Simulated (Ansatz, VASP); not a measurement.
## BN in VASP and in Ansatz

The input POSCAR:

```
BN
1.0
    0.0080314733      1.8048254535      1.8048254535
    1.8048254535      0.0080314733      1.8048254535
    1.8128569268      1.8128569268      0.0000000000
B N
1 1
Direct
    0.0000142472      0.0000142472     -0.0000142472
    0.2499857528      0.2499857528      0.2500142472
```

The input INCAR.step1:

```
SYSTEM = BN
  PREC = Accurate
  ENCUT = 520
  ISMEAR = 0
  SIGMA = 0.01
  LREAL = .FALSE.
  LASPH = .TRUE.
  NELM = 80
  NBANDS = 11
  GGA = PE
  ALGO = Normal
  EDIFF = 1E-4
  LWAVE = .TRUE.
  LCHARG = .FALSE.
```

The input INCAR.step2:

```
SYSTEM = BN
  PREC = Accurate
  ENCUT = 520
  EDIFF = 1E-6
  ISMEAR = 0
  SIGMA = 0.01
  LREAL = .FALSE.
  LASPH = .TRUE.
  NELM = 80
  ALGO = Normal
  ISIF = 2
  LWAVE = .FALSE.
  LCHARG = .FALSE.
  METAGGA = R2SCAN
  LMIXTAU = .TRUE.
  NBANDS = 11
  ISTART = 1
```

KPOINTS

```
regular mesh
0
G
  12 12 12
  0 0 0
```

Input for Ansatz:

```yaml
crystal:
  lattice:
    - [0.0080314733, 1.8048254535, 1.8048254535]
    - [1.8048254535, 0.0080314733, 1.8048254535]
    - [1.8128569268, 1.8128569268, 0.0]
  atoms:
    - { symbol: B, position: [1.42472e-05, 1.42472e-05, -1.42472e-05] }
    - { symbol: "N", position: [0.2499857528, 0.2499857528, 0.2500142472] }
kpoints:
  mp_grid: { grid: [12, 12, 12] }
  band_path:
    path:
      - [0.0, 0.0, 0.0]
      - [-0.5, -0.5, 0.0]
      - [-0.375, -0.375, 0.25]
      - [-0.375, 0.0, 0.375]
      - [0.0, 0.0, 0.5]
      - [-0.5, -0.25, 0.25]
    npoints: 1
hamiltonian:
  xc: r2scan
scf:
  occupations: { method: fixed }
  n_extra_bands: 4
output:
  forces: true
  stress: true
  eigenvalues: true
```

Change from the starting cell: shear_xy strain +0.9%.

Alike in both runs: task single point; functional r2SCAN; k mesh 12 × 12 × 12; no spin polarisation.

|  | VASP | Ansatz |
| --- | --- | --- |
| version | VASP 6.6.1 | Ansatz 0.2.0 |
| potentials or method | VASP PAW PBE potentials, release 64 (B, N) | plane waves, PAW |
| plane-wave cutoff (eV) | 520 | 500 |
| occupations | gaussian, width 0.01 eV | fixed |
| valence electrons in the cell | 8 | 8 |

```csv
,VASP,Ansatz,Ansatz less VASP
gap on the k mesh at the Fermi level (eV),4.96,4.98,+0.021
pressure (GPa),1.2,0.1,-1.12
"traceless stress, the component that is largest in VASP (GPa)",-4.19,-4.16,+0.027
rms of the force components (eV/Å),0.004,0.003,-0.0012
```

VASP's potentials were made for PBE, not for r2SCAN. Atom by atom the forces differ by 0.001 eV/Å (rms over components).
